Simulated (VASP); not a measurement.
Cr, 2 atoms in the cell. Symmetry: Im-3m, No. 229, cubic system. Conventional cell: a = 2.960 Å, b = 2.960 Å, c = 2.960 Å, α = 90.00°, β = 90.00°, γ = 90.00°. Cr (site symmetry m-3m) has 14 Cr at 2.56 to 2.96 Å within 3.4 Å. 

| Property | Result |
| --- | --- |
| Program | VASP 6.6.1 |
| Task | single point |
| Functional | r2SCAN |
| Potentials or basis | VASP PAW PBE potentials, release 64 (Cr_pv) |
| Cutoff | 520 eV |
| k mesh | 20 × 20 × 10 |
| Occupations | gaussian, width 0.05 eV |
| Spin | collinear spin, antiferromagnetic start |
| Starting moments | [2.76, -2.76] μB |
| Dipole correction | no |
| Further INCAR settings | ALGO = Normal; EDIFF = 1e-06; NBANDS = 23 |

Potentials or basis: VASP PAW PBE potentials, release 64 (Cr_pv).

Command:

```bash
$ cat potpaw_PBE.64/Cr_pv/POTCAR > POTCAR
$ cp INCAR.step1 INCAR
$ mpirun -np 1 vasp_std > vasp.out
$ cp INCAR.step2 INCAR
$ mpirun -np 1 vasp_std > vasp.out
```

Hardware: 1 thread of Oxide Virtual Turin-like Processor, on a shared host.

Question: How long does it take, and how much memory?

Answer: Wall time 23 min on 1 thread of Oxide Virtual Turin-like Processor, with other jobs on the host, peak memory 0.24 GiB. Counts: k points 146.
